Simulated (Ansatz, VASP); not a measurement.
## CaSe in VASP and in Ansatz

Contents of POSCAR:

```
CaSe
1.0
    0.0000000000      2.9337007528      2.9675306017
    2.9337007528      0.0000000000      2.9675306017
    2.9337007528      2.9337007528      0.0000000000
Ca Se
1 1
Direct
    0.0000000000      0.0000000000      0.0000000000
    0.5000000000      0.5000000000      0.5000000000
```

The input INCAR.step1:

```
ALGO = Normal
EDIFF = 1E-4
ENCUT = 520
GGA = PE
ISMEAR = 0
LASPH = T
LCHARG = F
LREAL = F
LWAVE = T
NBANDS = 15
NELM = 60
PREC = Accurate
SIGMA = 0.01
```

The input INCAR.step2:

```
ALGO = Normal
EDIFF = 1E-6
ENCUT = 520
ISIF = 2
ISMEAR = 0
ISTART = 1
LASPH = T
LCHARG = F
LMIXTAU = T
LREAL = F
LWAVE = F
METAGGA = R2SCAN
NBANDS = 15
NELM = 60
PREC = Accurate
SIGMA = 0.01
```

The input KPOINTS:

```
k-points
0
Gamma
  8 8 8
```

Input for Ansatz:

```yaml
crystal:
  lattice:
    - [0.0, 2.9337007528, 2.9675306017]
    - [2.9337007528, 0.0, 2.9675306017]
    - [2.9337007528, 2.9337007528, 0.0]
  atoms:
    - { symbol: Ca, position: [0.0, 0.0, 0.0] }
    - { symbol: Se, position: [0.5, 0.5, 0.5] }
kpoints:
  mp_grid: { grid: [8, 8, 8] }
  band_path:
    path:
      - [0.0, 0.0, 0.0]
      - [0.5, 0.0, 0.5]
      - [0.625, 0.25, 0.625]
      - [0.375, 0.375, 0.75]
      - [0.5, 0.5, 0.5]
      - [0.5, 0.25, 0.75]
      - [0.0, 0.5, 0.5]
    npoints: 1
hamiltonian:
  xc: r2scan
scf:
  occupations: { method: fixed }
  n_extra_bands: 4
output:
  forces: true
  stress: true
  eigenvalues: true
```

Change from the starting cell: biaxial_xy strain -1.1%.

Alike in both runs: task single point; functional r2SCAN; k mesh 8 × 8 × 8; no spin polarisation.

```csv
,VASP,Ansatz
version,VASP 6.6.1,Ansatz 0.2.0
potentials or method,"VASP PAW PBE potentials, release 64 (Ca_sv, Se)","plane waves, PAW"
plane-wave cutoff (eV),520,500
occupations,"gaussian, width 0.01 eV",fixed
valence electrons in the cell,16,26
```

```tsv
	VASP	Ansatz	Ansatz less VASP
gap on the k mesh at the Fermi level (eV)	2.46	2.46	+0.002
pressure (GPa)	1.5	1.3	-0.29
traceless stress, the component that is largest in VASP (GPa)	-0.83	-0.81	+0.022
```

VASP's potentials were made for PBE, not for r2SCAN. VASP's potentials hold 16 valence electrons a cell and Ansatz's 26, so a difference there can come from the potentials and not from the codes.
